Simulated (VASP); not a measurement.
Runs of VASP 6.6.1 on Ir. It takes space group Fm-3m (No. 225, cubic). Conventional cell: a = 3.831 Å, b = 3.831 Å, c = 3.831 Å, α = 90.00°, β = 90.00°, γ = 90.00°. Ir (site symmetry m-3m) has 12 Ir at 2.71 Å within 3.6 Å. 

```tsv
task	fixed moment (μB)	k mesh for the DOS	occupations for the DOS	pressure (GPa)	moment (μB)
single point	0.5	-	-	15.1	0.50
single point	0.75	-	-	18.2	0.75
density of states	-	23 × 23 × 23	tetrahedron	-	0.00
single point	-	-	-	(a)	0.00
```

Alike in all rows: level PBE; potentials or basis VASP PAW PBE potentials, release 64 (Ir); spin collinear, ferromagnetic start; cell as given; k mesh 15 × 15 × 15; cutoff (eV) 520; smearing fermi-dirac 0.03 eV.

Fill in the values left out.

(a) 12.1.

Caveats: spin-orbit coupling is left out, which moves the levels of the heavy elements; the total moment is fixed, so each spin has its own Fermi level (some runs); tetrahedron occupations give inexact forces and stress in metals (some runs).
